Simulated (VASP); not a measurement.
## Mg: single point with r2SCAN

Crystal: Mg.

```
Mg
1.0
     3.10667    0.00000    0.00000
    -1.55333    2.69045    0.00000
     0.00000    0.00000    5.15328
Mg
2
Direct
  0.66667 0.33333 0.25000
  0.33333 0.66667 0.75000
```

```yaml
Program: VASP 6.6.1
Task: single point
Functional: r2SCAN
Potentials_or_basis: VASP PAW PBE potentials, release 64 (Mg)
Cutoff: 520 eV
k_mesh: 12 × 12 × 7
Occupations: gaussian, width 0.1 eV
Spin: no spin polarisation
```

The pressure is 1.7 GPa and the band gap on the k mesh is zero (band 2 reaches 4.08 eV, above the bottom of band 3 at 1.58 eV).

Stress tensor (GPa, compression positive):
```
 2.78  0.00  0.00
 0.00  2.78  0.00
 0.00  0.00 -0.32
```

Levels at points of the mesh, in eV from the Fermi level:
```csv
k point,band 1,band 2,band 3,band 4,band 5,band 6
"(0.00, 0.00, 0.00)",-7.64,-2.11,-1.37,12.37,12.37,12.72
"(0.50, 0.00, 0.00)",-2.39,-2.15,2.92,3.12,3.64,4.14
```

Wall time 37 s on 1 thread of Intel(R) Xeon(R) Platinum 8488C (Sapphire Rapids), with other jobs on the host, peak memory 0.17 GiB.

Caveat: the PAW data sets were made with another functional, which shifts forces and pressure a little.
